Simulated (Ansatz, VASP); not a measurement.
BaTe in VASP and in Ansatz

```
CELL_PARAMETERS angstrom
0.00000 3.41000 3.41000
3.41000 0.00000 3.41000
3.41000 3.41000 0.00000
ATOMIC_POSITIONS crystal
Ba 0.00000 0.00000 0.00000
Te 0.50000 0.50000 0.50000
```

Alike in both runs: task single point; functional PBE; k mesh 8 × 8 × 8; occupations gaussian, width 0.02 eV; no spin polarisation.

|  | VASP | Ansatz |
| --- | --- | --- |
| version | VASP 6.6.1 | Ansatz 0.2.0 |
| potentials or method | VASP PAW PBE potentials, release 64 (Ba_sv, Te), cutoff 500 eV | scalar-relativistic, plane waves, PAW |
| valence electrons in the cell | 16 | 26 |

Ansatz gave:

| Property | Result |
| --- | --- |
| gap on the k mesh at the Fermi level (eV) | 1.43 |
| least direct gap on the mesh (eV) | 1.77 |
| pressure (GPa) | 3.8 |

Problem. Estimate VASP's values.

Solution. gap on the k mesh at the Fermi level (eV): 1.33; least direct gap on the mesh (eV): 1.71; pressure (GPa): 4.2.

With one functional, cell and mesh, what is left measures potentials, basis and numerics. VASP's potentials hold 16 valence electrons a cell and Ansatz's 26, so a difference there can come from the potentials and not from the codes.

Neither program's run includes spin-orbit coupling.
